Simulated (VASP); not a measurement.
Set up this calculation in VASP 6.6.1, as the native input.

```
Task                   : single point
Functional             : PBE
Dispersion             : D3(BJ)
Potentials or basis    : VASP PAW PBE potentials, release 64 (Li_sv, Sb)
Cutoff                 : 520 eV
k mesh                 : 4 × 4 × 4
Occupations            : fermi-dirac, width 0.1 eV
Spin                   : no spin polarisation
Dipole correction      : no
Further INCAR settings : ALGO = Normal; EDIFF = 1e-07; NBANDS = 17
```

The structure of LiSb3 lies in POSCAR:

```
LiSb3
1.0
    4.6177552177      0.0000000000      0.0000000000
    0.0000000000      4.6177552177      0.0000000000
    0.0000000000      0.0000000000      4.6177552177
Li Sb
1 3
Direct
    0.0000000000      0.0000000000      0.0000000000
    0.5000000000      0.0000000000      0.5000000000
    0.0000000000      0.5000000000      0.5000000000
    0.5000000000      0.5000000000      0.0000000000
```

These files were run (other wordings do the same):

INCAR

```
ALGO     = Normal         # electronic algorithm
EDIFF    = 1E-7           # SCF threshold, eV
ENCUT    = 520            # plane-wave cutoff, eV
GGA      = PE             # functional
ISIF     = 2              # what is computed and relaxed
ISMEAR   = -1             # smearing method
IVDW     = 12             # dispersion correction
LASPH    = T              # aspherical terms in the spheres
LCHARG   = T              # write CHGCAR
LELF     = T              # ELF
LREAL    = F              # projectors in reciprocal space
LVHAR    = T            
LWAVE    = F              # write WAVECAR
NBANDS   = 17             # bands
NELM     = 80             # most SCF steps
PREC     = Accurate       # precision mode
SIGMA    = 0.1            # smearing width, eV
```

KPOINTS

```
k-points
0
Gamma
  4 4 4
```

Potentials or basis: VASP PAW PBE potentials, release 64 (Li_sv, Sb).

Launch:

```sh
$ cat potpaw_PBE.64/Li_sv/POTCAR potpaw_PBE.64/Sb/POTCAR > POTCAR
$ mpirun -np 1 vasp_std > vasp.out
```

Results of the run:

```json
{
  "Band gap on the k mesh": "zero (band 9 reaches 8.59 eV, above the bottom of band 10 at 6.30 eV)",
  "Dispersion energy per atom": "-0.431 eV"
}
```

Caveat: three body term missing; spin-orbit coupling is left out, which moves the levels of the heavy elements.

It took 19 s on 1 thread of AMD EPYC 7R13 Processor (Zen 3) (shared host), peak memory 0.18 GiB.
